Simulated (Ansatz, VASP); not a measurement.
## One calculation of Ge, two programs

Contents of INCAR:

```
ALGO = Normal
EDIFF = 1E-6
ENCUT = 500
GGA = PE
GGA_COMPAT = False
ISIF = 2
ISMEAR = 0
LASPH = True
LCHARG = False
LREAL = False
LWAVE = False
NBANDS = 21
NELM = 120
PREC = Accurate
SIGMA = 0.15
```

The input KPOINTS:

```
k-points
0
Gamma
  14 14 14
```

File POSCAR:

```
Ge
1.0
    0.0000000000      3.0550716000      3.0550716000
    3.0550716000      0.0000000000      3.0550716000
    3.0550716000      3.0550716000      0.0000000000
Ge
2
Direct
    0.5000000000      0.5000000000      0.5000000000
    0.7500000000      0.7500000000      0.7500000000
```

Input for Ansatz:

```yaml
crystal:
  lattice:
    - [0.0, 3.0550716, 3.0550716]
    - [3.0550716, 0.0, 3.0550716]
    - [3.0550716, 3.0550716, 0.0]
  atoms:
    - { symbol: Ge, position: [0.5, 0.5, 0.5] }
    - { symbol: Ge, position: [0.75, 0.75, 0.75] }
basis:
  ecutwfc: 420
kpoints:
  mp_grid: { grid: [14, 14, 14] }
hamiltonian:
  xc: pbe
scf:
  occupations: { method: gaussian, width: 0.15 }
output:
  forces: true
  stress: true
  eigenvalues: true
  write_density: true
  write_potential: true
  elf: true
  volumetric_format: npy
```

Change from the starting cell: strain +0.080 along x and y, +0.080 along z, atoms carried along.

Alike in both runs: task single point; functional PBE; k mesh 14 × 14 × 14; occupations gaussian, width 0.15 eV; no spin polarisation.

|  | VASP | Ansatz |
| --- | --- | --- |
| version | VASP 6.6.1 | Ansatz 0.2.0 |
| potentials or method | VASP PAW PBE potentials, release 64 (Ge_d), cutoff 500 eV | scalar-relativistic, plane waves, PAW |
| valence electrons in the cell | 28 | 28 |

|  | VASP | Ansatz | Ansatz less VASP |
| --- | --- | --- | --- |
| gap on the k mesh at the Fermi level (eV) | none | none | - |
| pressure (GPa) | -6.9 | -6.8 | +0.09 |

A gap of «none» marks a metal or a gap that the smearing closes.
